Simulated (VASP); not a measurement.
Set up this calculation in VASP 6.6.1, as the native input.

* Task: single point
* Functional: PBE
* Potentials or basis: VASP PAW PBE potentials, release 64 (Ti_sv, C)
* Cutoff: 520 eV
* k mesh: 9 × 9 × 1
* Occupations: gaussian, width 0.1 eV
* Spin: no spin polarisation
* Dipole correction: yes
* Further INCAR settings: ALGO = Normal; EDIFF = 1e-07; NBANDS = 28

The structure of Ti3C lies in POSCAR:

```
Ti3C
1.0
    2.9075446952      0.0000000000      0.0000000000
    0.0000000000      2.9075446952      0.0000000000
    0.0000000000      0.0000000000     19.3059824261
Ti C
3 1
Direct
    0.5000000000      0.5000000000      0.2071896634
    0.0000000000      0.0000000000      0.3057583540
    0.5000000000      0.5000000000      0.4043297178
    0.6666666667      1.0000000000      0.4591159244
```

The input as run:

INCAR

```
SYSTEM = Ti3C
PREC = Accurate
ENCUT = 520
EDIFF = 1E-7
ISMEAR = 0
SIGMA = 0.1
LREAL = .False.
LASPH = .True.
NELM = 100
ALGO = Normal
ISIF = 2
LWAVE = .False.
LCHARG = .False.
LDIPOL = .True.
IDIPOL = 3
DIPOL = 0.5 0.5 0.344
GGA = PE
NBANDS = 28
```

KPOINTS

```
regular mesh
0
Gamma
  9 9 1
  0 0 0
```

Potentials or basis: VASP PAW PBE potentials, release 64 (Ti_sv, C).

The run is started by

```sh
$ cat potpaw_PBE.64/Ti_sv/POTCAR potpaw_PBE.64/C/POTCAR > POTCAR
$ mpirun -np 1 vasp_std > vasp.out
```

It gave:

The largest force is 2.157 eV/Å. The band gap on the k mesh is zero (bands 20 and 21 overlap by 0.51 eV).

It took 110 s on 1 thread of Intel(R) Xeon(R) Platinum 8559C (Emerald Rapids), on a shared host, peak memory 0.31 GiB.
